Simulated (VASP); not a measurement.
# Ta3Ag in VASP: notebook

The runs below take Ta3Ag through single point, relaxation of cell and atoms, with PBE.

Everything below comes from runs of VASP 6.6.1. Logs are shortened: lines on timing, memory, paths and dates and some standing lists are left out, and cuts for length are marked.

**1. The cell of the first run**

It takes space group Pm-3m (No. 221, cubic). The conventional cell has a = 4.158 Å, b = 4.158 Å, c = 4.158 Å, α = 90.00°, β = 90.00°, γ = 90.00°. Ta (site symmetry 4/mmm) has 8 Ta at 2.94 Å and 4 Ag at 2.94 Å within 3.9 Å. Ag (site symmetry m-3m) has 12 Ta at 2.94 Å within 3.9 Å.

**2. Single point, PBE**

INCAR reads:

```
SYSTEM = Ta3Ag
ALGO = Normal
EDIFF = 1E-6
ENCUT = 500
GGA = PE
GGA_COMPAT = .False.
ISIF = 2
ISMEAR = 0
LASPH = .True.
LCHARG = .True.
LELF = .True.
LREAL = .False.
LVHAR = .True.
LWAVE = .False.
NBANDS = 30
NELM = 120
PREC = Accurate
SIGMA = 0.1
```

KPOINTS reads:

```
k-points
0
Gamma
  4 4 4
  0 0 0
```

POSCAR reads:

```
Ta3Ag
1.0
    4.1578340389      0.0000000000      0.0000000000
    0.0000000000      4.1578340389      0.0000000000
    0.0000000000      0.0000000000      4.1578340389
Ta Ag
3 1
Direct
    0.0000000000      0.5000000000      0.5000000000
    0.5000000000      0.0000000000      0.5000000000
    0.5000000000      0.5000000000      0.0000000000
    0.0000000000      0.0000000000      0.0000000000
```

Potentials or basis: VASP PAW PBE potentials, release 64 (Ta_pv, Ag).

On the command line:

```bash
$ cat potpaw_PBE.64/Ta_pv/POTCAR potpaw_PBE.64/Ag/POTCAR > POTCAR
$ mpirun -np 1 vasp_std > vasp.out
```

OUTCAR:

```text
SYSTEM = Ta3Ag
   EDIFF = 1E-6
   ENCUT = 500
   GGA = PE
   ISIF = 2
   ISMEAR = 0
   LASPH = .True.
   LREAL = .False.
   NELM = 120
   PREC = Accurate

 ion  position               nearest neighbor table
   1  0.000  0.500  0.500-   2 2.94   3 2.94   4 2.94   3 2.94   4 2.94   2 2.94   4 2.94   4 2.94
                             2 2.94   3 2.94   3 2.94   2 2.94
   2  0.500  0.000  0.500-   1 2.94   3 2.94   4 2.94   3 2.94   4 2.94   1 2.94   3 2.94   3 2.94
                             1 2.94   4 2.94   4 2.94   1 2.94
   3  0.500  0.500  0.000-   1 2.94   2 2.94   4 2.94   1 2.94   2 2.94   2 2.94   4 2.94   2 2.94
                             1 2.94   4 2.94   1 2.94   4 2.94
   4  0.000  0.000  0.000-   1 2.94   2 2.94   3 2.94   1 2.94   2 2.94   1 2.94   3 2.94   1 2.94
                             2 2.94   3 2.94   2 2.94   3 2.94

  LATTYP: Found a simple cubic cell.
 ALAT       =     4.1578340389

  Lattice vectors:

 A1 = (   4.1578340389,   0.0000000000,   0.0000000000)
 A2 = (   0.0000000000,   4.1578340389,   0.0000000000)
 A3 = (   0.0000000000,   0.0000000000,   4.1578340389)

Analysis of symmetry for initial positions (statically):
=====================================================================
 Subroutine PRICEL returns:
 Original cell was already a primitive cell.

 Routine SETGRP: Setting up the symmetry group for a
 simple cubic supercell.

 Subroutine GETGRP returns: Found 48 space group operations
[... 9 lines left out ...]

 Routine SETGRP: Setting up the symmetry group for a
 simple cubic supercell.

 Subroutine GETGRP returns: Found 48 space group operations
[... 11 lines left out ...]
                                     Primitive cell

  volume of cell :      71.8789

  direct lattice vectors                    reciprocal lattice vectors
     4.157834039  0.000000000  0.000000000     0.240509840  0.000000000  0.000000000
     0.000000000  4.157834039  0.000000000     0.000000000  0.240509840  0.000000000
     0.000000000  0.000000000  4.157834039     0.000000000  0.000000000  0.240509840

  length of vectors
     4.157834039  4.157834039  4.157834039     0.240509840  0.240509840  0.240509840

  position of ions in fractional coordinates (direct lattice)
     0.000000000  0.500000000  0.500000000
     0.500000000  0.000000000  0.500000000
     0.500000000  0.500000000  0.000000000
     0.000000000  0.000000000  0.000000000

  ion indices of the primitive-cell ions
   primitive index   ion index
                 1           1
                 2           2
                 3           3
                 4           4

----------------------------------------------------------------------------------------

 KPOINTS: k-points

Automatic generation of k-mesh.
 Grid dimensions read from file:
 generate k-points for:    4    4    4

 Generating k-lattice:

  Cartesian coordinates                     Fractional coordinates (reciprocal lattice)
     0.060127460  0.000000000  0.000000000     0.250000000  0.000000000  0.000000000
     0.000000000  0.060127460  0.000000000     0.000000000  0.250000000  0.000000000
     0.000000000  0.000000000  0.060127460     0.000000000  0.000000000  0.250000000

  Length of vectors
     0.060127460  0.060127460  0.060127460

  Shift w.r.t. Gamma in fractional coordinates (k-lattice)
     0.000000000  0.000000000  0.000000000

 Subroutine IBZKPT returns following result:
 ===========================================

 Found     10 irreducible k-points:

 Following reciprocal coordinates:
            Coordinates               Weight
  0.000000  0.000000  0.000000      1.000000
  0.250000  0.000000  0.000000      6.000000
  0.500000  0.000000  0.000000      3.000000
  0.250000  0.250000  0.000000     12.000000
  0.500000  0.250000  0.000000     12.000000
  0.500000  0.500000  0.000000      3.000000
  0.250000  0.250000  0.250000      8.000000
  0.500000  0.250000  0.250000     12.000000
  0.500000  0.500000  0.250000      6.000000
  0.500000  0.500000  0.500000      1.000000
   k-points           NKPTS =     10   k-points in BZ     NKDIM =     10   number of bands    NBANDS=     30
   number of dos      NEDOS =    301   number of ions     NIONS =      4
   total plane-waves  NPLWV =  27000
   dimension x,y,z NGX =    30 NGY =   30 NGZ =   30
   dimension x,y,z NGXF=    60 NGYF=   60 NGZF=   60
   ions per type =               3   1
   NGX,Y,Z   is equivalent  to a cutoff of  12.00, 12.00, 12.00 a.u.
   NGXF,Y,Z  is equivalent  to a cutoff of  23.99, 23.99, 23.99 a.u.
 SYSTEM =  Ta3Ag
   PREC   = accura    normal or accurate (medium, high low for compatibility)
   ISTART =      0    job   : 0-new  1-cont  2-samecut
   ICHARG =      2    charge: 1-file 2-atom 10-const
   ISPIN  =      1    spin polarized calculation?
   LNONCOLLINEAR =      F non collinear calculations
   LSORBIT =      F    spin-orbit coupling
   LASPH  =      T    aspherical Exc in radial PAW
   ENCUT  =  500.0 eV  36.75 Ry    6.06 a.u.   7.58  7.58  7.58*2*pi/ulx,y,z
   NELM   =    120;   NELMIN=  2; NELMDL= -5     # of ELM steps
   EDIFF  = 0.1E-05   stopping-criterion for ELM
   LREAL  =      F    real-space projection
   EDIFFG = 0.1E-04   stopping-criterion for IOM
   NSW    =      0    number of steps for IOM
   IBRION =     -1    ionic relax: 0-MD 1-quasi-New 2-CG
   NFREE  =      0    steps in history (QN), initial steepest desc. (CG)
   ISIF   =      2    stress and relaxation
   ISYM   =      2    0-nonsym 1-usesym 2-fastsym
   POTIM  = 0.5000    time-step for ionic-motion
   TEBEG  =    0.0;   TEEND  =   0.0 temperature during run
   PSTRESS=    0.0 pullay stress
   NELECT =      44.0000    total number of electrons
   NUPDOWN=      -1.0000    fix difference up-down
   EMIN   =  10.00;   EMAX   =-10.00  energy-range for DOS
   EFERMI =   0.00;   METHOD = LEGACY
   ISMEAR =     0;   SIGMA  =   0.10  broadening in eV -4-tet -1-fermi 0-gaus
   EFERMI_NEDOS =   21; number of points for ismear=-14 and -15
   IALGO  =     38    algorithm
   IMIX   =      4    mixing-type and parameters
     AMIX     =   0.40;   BMIX     =  1.00
     AMIX_MAG =   1.60;   BMIX_MAG =  1.00
  volume/ion in A,a.u.               =      17.97       121.27
  Fermi-wavevector in a.u.,A,eV,Ry     =   1.390033  2.626782 26.289080  1.932193
  Thomas-Fermi vector in A             =   2.514007
   LORBIT       =      0    0 simple, 1 ext, 2 COOP (PROOUT), +10 PAW based schemes
   GGA     = PE    functional components
   LHFCALC =     F    Hartree Fock is set to
   AEXX    =    0.0000 exact exchange contribution
   IVDW    =     0    specifies the selected vdW correction
   LEPSILON=     F    determine dielectric tensor
   LRPA    =     F    only Hartree local field effects (RPA)
 non-spin polarized calculation
 Gauss-broadening in eV      SIGMA  =   0.10
  energy-cutoff  :      500.00
  volume of cell :       71.88
 maximum number of plane-waves:      1856
   NGX = 15   NGY = 15   NGZ = 15

 number of electron      44.0000008 magnetization

 Free energy of the ion-electron system (eV)
  ---------------------------------------------------
  ext. energy  EPLUGINS =         0.00000000
  ---------------------------------------------------
  free energy    TOTEN  =       -37.04773729 eV

  energy without entropy =      -37.02628809  energy(sigma->0) =      -37.03701269

 E-fermi :   6.4327     XC(G=0): -12.4987

 val. band max:        6.4024340500   @ k =   0.5000   0.2500   0.2500
 cond. band min:       6.5775054626   @ k =   0.2500   0.2500   0.2500
 fundamental gap:      0.1750714126
 Fermi energy:         6.4327374510

 k-point     1 :       0.0000    0.0000    0.0000
  band No.  band energies     occupation
      1     -28.0770      2.00000
      2     -28.0770      2.00000
      3     -28.0770      2.00000
      4     -27.6433      2.00000
      5     -27.6433      2.00000
      6     -27.6433      2.00000
[... 22 lines left out ...]
     29      11.0958      0.00000
     30      12.3872      0.00000

 k-point     2 :       0.2500    0.0000    0.0000
  band No.  band energies     occupation
      1     -28.0167      2.00000
      2     -28.0167      2.00000
      3     -27.9821      2.00000
      4     -27.6668      2.00000
      5     -27.6668      2.00000
      6     -27.6515      2.00000
[... 22 lines left out ...]
     29      10.5897      0.00000
     30      11.3248      0.00000

 k-point     3 :       0.5000    0.0000    0.0000
  band No.  band energies     occupation
      1     -27.9327      2.00000
      2     -27.9327      2.00000
      3     -27.8008      2.00000
      4     -27.7136      2.00000
      5     -27.7136      2.00000
      6     -27.6598      2.00000
[... 22 lines left out ...]
     29       8.8840      0.00000
     30      11.1687      0.00000

 k-point     4 :       0.2500    0.2500    0.0000
  band No.  band energies     occupation
      1     -28.0506      2.00000
      2     -27.9529      2.00000
      3     -27.8551      2.00000
      4     -27.7869      2.00000
      5     -27.6790      2.00000
      6     -27.5544      2.00000
[... 22 lines left out ...]
     29      10.2981      0.00000
     30      10.5616      0.00000

 k-point     5 :       0.5000    0.2500    0.0000
  band No.  band energies     occupation
      1     -27.9666      2.00000
      2     -27.9452      2.00000
      3     -27.8576      2.00000
      4     -27.7283      2.00000
      5     -27.7140      2.00000
      6     -27.6798      2.00000
[... 22 lines left out ...]
     29      10.2023      0.00000
     30      10.3457      0.00000

 k-point     6 :       0.5000    0.5000    0.0000
  band No.  band energies     occupation
      1     -28.0601      2.00000
      2     -27.9550      2.00000
      3     -27.7274      2.00000
      4     -27.7274      2.00000
      5     -27.7143      2.00000
      6     -27.7143      2.00000
[... 22 lines left out ...]
     29       9.6469      0.00000
     30       9.8539      0.00000

 k-point     7 :       0.2500    0.2500    0.2500
  band No.  band energies     occupation
      1     -28.1194      2.00000
      2     -27.9032      2.00000
      3     -27.9032      2.00000
      4     -27.7480      2.00000
      5     -27.6570      2.00000
      6     -27.6570      2.00000
[... 22 lines left out ...]
     29       9.7786      0.00000
     30      10.9089      0.00000

 k-point     8 :       0.5000    0.2500    0.2500
  band No.  band energies     occupation
      1     -28.0942      2.00000
      2     -27.9784      2.00000
      3     -27.9414      2.00000
      4     -27.8459      2.00000
      5     -27.6438      2.00000
      6     -27.4995      2.00000
[... 22 lines left out ...]
     29       9.9367      0.00000
     30      10.1737      0.00000

 k-point     9 :       0.5000    0.5000    0.2500
  band No.  band energies     occupation
      1     -28.1526      2.00000
      2     -28.0573      2.00000
      3     -27.9573      2.00000
      4     -27.9573      2.00000
      5     -27.4820      2.00000
      6     -27.4820      2.00000
[... 22 lines left out ...]
     29      10.0405      0.00000
     30      10.3823      0.00000

 k-point    10 :       0.5000    0.5000    0.5000
  band No.  band energies     occupation
      1     -28.2748      2.00000
      2     -28.0545      2.00000
      3     -28.0545      2.00000
      4     -28.0545      2.00000
      5     -27.3825      2.00000
      6     -27.3825      2.00000
[... 22 lines left out ...]
     29      10.2264      0.00000
     30      10.2264      0.00000

------------------------ aborting loop because EDIFF is reached ----------------------------------------

  FORCE on cell =-STRESS in cart. coord.  units (eV):
  Direction    XX          YY          ZZ          XY          YZ          ZX
  --------------------------------------------------------------------------------------
  -------------------------------------------------------------------------------------
  Total       -0.0189769     -0.0189769     -0.0189769     -0.0000000      0.0000000     -0.0000000
  in kB       -0.4229935     -0.4229935     -0.4229935     -0.0000000      0.0000000     -0.0000000
  external PRESSURE =      -0.4229935 kB  Pullay stress =       0.0000000 kB

 VOLUME and BASIS-vectors are now :
 -----------------------------------------------------------------------------
  energy-cutoff  :      500.00
  volume of cell :       71.88
      direct lattice vectors                 reciprocal lattice vectors
     4.157834039  0.000000000  0.000000000     0.240509840  0.000000000  0.000000000
     0.000000000  4.157834039  0.000000000     0.000000000  0.240509840  0.000000000
     0.000000000  0.000000000  4.157834039     0.000000000  0.000000000  0.240509840

 POSITION                                       TOTAL-FORCE (eV/Angst)
 -----------------------------------------------------------------------------------
      0.00000      2.07892      2.07892         0.000000      0.000000      0.000000
      2.07892      0.00000      2.07892         0.000000      0.000000      0.000000
      2.07892      2.07892      0.00000         0.000000      0.000000      0.000000
      0.00000      0.00000      0.00000         0.000000      0.000000      0.000000
 -----------------------------------------------------------------------------------
    total drift:                                0.000000      0.000000     -0.000000

  FREE ENERGIE OF THE ION-ELECTRON SYSTEM (eV)
  ---------------------------------------------------
  free  energy   TOTEN  =       -37.0477372898 eV

  energy  without entropy=      -37.0262880917  energy(sigma->0) =      -37.03701269
```

Wall time 25 s (1 thread of Intel Xeon Platinum 8259CL at 2.50GHz (Skylake/Cascade Lake), shared host); peak memory 0.17 GiB.

Results:

```yaml
Free_energy: -37.0477 eV
Pressure: 0.0 GPa
Band_gap_on_the_k_mesh: zero (band 22 reaches 8.90 eV, above the bottom of band 23 at 6.39 eV)
```

Caveat: the k points lie up to 0.38 Å⁻¹ apart; spin-orbit coupling is left out, which moves the levels of the heavy elements.

**3. Single point, PBE**

This run uses another cell than the first one, of 16.63 Å³/atom, 0.925 times its volume.

INCAR reads:

```
SYSTEM = Ta3Ag
ALGO = Normal
EDIFF = 1E-6
ENCUT = 500
GGA = PE
GGA_COMPAT = .FALSE.
ISIF = 2
ISMEAR = 0
LASPH = .TRUE.
LCHARG = .FALSE.
LREAL = .FALSE.
LWAVE = .FALSE.
NBANDS = 30
NELM = 120
PREC = Accurate
SIGMA = 0.1
```

KPOINTS reads:

```
k-points
0
G
  4 4 4
  0 0 0
```

POSCAR reads:

```
Ta3Ag
1.0
    4.0658408819      0.0000000000      0.0000000000
    0.0000000000      4.0658408819      0.0000000000
    0.0000000000      0.0000000000      4.0240497124
Ta Ag
3 1
Direct
    0.0000000000      0.5000000000      0.5000000000
    0.5000000000      0.0000000000      0.5000000000
    0.5000000000      0.5000000000      0.0000000000
    0.0000000000      0.0000000000      0.0000000000
```

Potentials or basis: VASP PAW PBE potentials, release 64 (Ta_pv, Ag).

On the command line:

```bash
$ cat potpaw_PBE.64/Ta_pv/POTCAR potpaw_PBE.64/Ag/POTCAR > POTCAR
$ mpirun -np 1 vasp_std > vasp.out
```

Run time: 34 s. Hardware: 1 thread of Intel Xeon Platinum 8259CL at 2.50GHz (Skylake/Cascade Lake), shared host; peak memory 0.18 GiB.

The run converged. Its results:

```yaml
Free_energy: -36.7937 eV
Pressure: 16.1 GPa
Band_gap_on_the_k_mesh: zero (band 22 reaches 9.93 eV, above the bottom of band 23 at 7.07 eV)
```

Stress tensor (GPa, compression positive):
```
16.26  0.00  0.00
 0.00 16.26  0.00
 0.00  0.00 15.83
```

Levels at points of the mesh, in eV from the Fermi level:
```
           k point  band 19  band 20  band 21  band 22  band 23  band 24  band 25  band 26
(0.00, 0.00, 0.00)    -1.79    -0.97    -0.88     2.74     2.74     2.93     3.41     3.41
(0.50, 0.00, 0.00)    -1.66    -1.57     0.59     0.59     0.63     0.72     1.50     2.44
(0.50, 0.50, 0.00)    -1.89    -1.19    -1.19    -1.16     0.93     0.93     1.91     1.91
(0.00, 0.00, 0.50)    -1.64    -1.64     0.58     0.58     0.58     0.86     1.61     2.50
(0.50, 0.00, 0.50)    -1.97    -1.25    -1.19    -1.17     0.90     0.90     1.97     1.98
(0.50, 0.50, 0.50)     0.11     0.23     0.23     0.30     0.32     0.32     1.34     2.92
```

Caveat: the k points lie up to 0.39 Å⁻¹ apart; spin-orbit coupling is left out, which moves the levels of the heavy elements.

[end of part 1 of 2]
